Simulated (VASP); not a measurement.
Sr: electric field gradients with LDA

Crystal: Sr.

```xyz
1
Lattice="0.0000 3.0625 3.0625 3.0625 0.0000 3.0625 3.0625 3.0625 0.0000" Properties=species:S:1:pos:R:3 pbc="T T T"
Sr    0.0000    0.0000    0.0000
```

This cell differs from its parent crystal: volume scaled by 1.02.

```
Program                : VASP 6.6.1
Task                   : electric field gradients
Functional             : LDA
Potentials or basis    : VASP PAW LDA potentials, release 64 (Sr_sv)
Cutoff                 : 520 eV
k mesh                 : 10 × 10 × 10
Occupations            : fermi-dirac, width 0.08 eV
Spin                   : no spin polarisation
Dipole correction      : no
Further INCAR settings : ALGO = Normal; EDIFF = 1e-08; NBANDS = 11
```

```yaml
Pressure: -1.7 GPa
Band_gap_on_the_k_mesh: zero (band 5 reaches 1.34 eV, above the bottom of band 6 at 1.29 eV)
```

Levels at points of the mesh, in eV from the Fermi level:
| k point | band 1 | band 2 | band 3 | band 4 | band 5 | band 6 | band 7 | band 8 | band 9 | band 10 |
| --- | --- | --- | --- | --- | --- | --- | --- | --- | --- | --- |
| (0.00, 0.00, 0.00) | -36.55 | -18.54 | -18.54 | -18.54 | -3.60 | 2.19 | 2.19 | 2.19 | 3.57 | 3.57 |
| (0.50, 0.00, 0.00) | -36.54 | -18.71 | -18.56 | -18.56 | -1.15 | 0.08 | 2.05 | 2.05 | 4.56 | 4.56 |
| (0.50, 0.50, 0.00) | -36.53 | -18.70 | -18.60 | -18.60 | -0.62 | 0.32 | 1.00 | 4.57 | 4.85 | 4.85 |

Run time: 11 s on 1 thread of Intel(R) Xeon(R) Platinum 8488C (Sapphire Rapids) (shared host), peak memory 0.16 GiB.

Caveat: without QUAD_EFG the Cq values of the log hold for a quadrupole moment of 1 mb, not for the nuclei.
